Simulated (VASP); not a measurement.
A run of VASP 6.6.1 is set up as follows.

INCAR

```
PREC = Accurate ; ENCUT = 520
EDIFF = 1E-6 ; ISMEAR = 0
SIGMA = 0.1 ; LREAL = False
LASPH = True ; NELM = 100
ALGO = Normal ; ISIF = 2
LWAVE = False ; LCHARG = False
GGA = PE ; NBANDS = 28
```

The input KPOINTS:

```
Automatic mesh
0
Gamma
  1 1 1
  0.5 0.5 0
```

The input POSCAR:

```
Ba3SbP
1.0
    6.1131770000      0.0000000000      0.0000000000
    0.0000000000      6.1131770000      0.0000000000
    0.0000000000      0.0000000000      6.1131770000
Ba Sb P
3 1 1
Direct
    0.0000000000      0.5000000000      0.5000000000
    0.5000000000      0.0000000000      0.5000000000
    0.5000000000      0.5000000000      0.0000000000
    0.0000000000      0.0000000000      0.0000000000
    0.5000000000      0.5000000000      0.5000000000
```

Potentials or basis: VASP PAW PBE potentials, release 64 (Ba_sv, Sb, P).

Run with:

```bash
$ cat potpaw_PBE.64/Ba_sv/POTCAR potpaw_PBE.64/Sb/POTCAR potpaw_PBE.64/P/POTCAR > POTCAR
$ mpirun -np 1 vasp_std > vasp.out
```

Task: Predict the pressure.

Result: -2.4 GPa.

Task: What does it give for the band gap on the k mesh?

Result: 2.83 eV.

Caveat: the k points lie up to 1.03 Å⁻¹ apart; spin-orbit coupling is left out, which moves the levels of the heavy elements. A k mesh can miss the band edges.
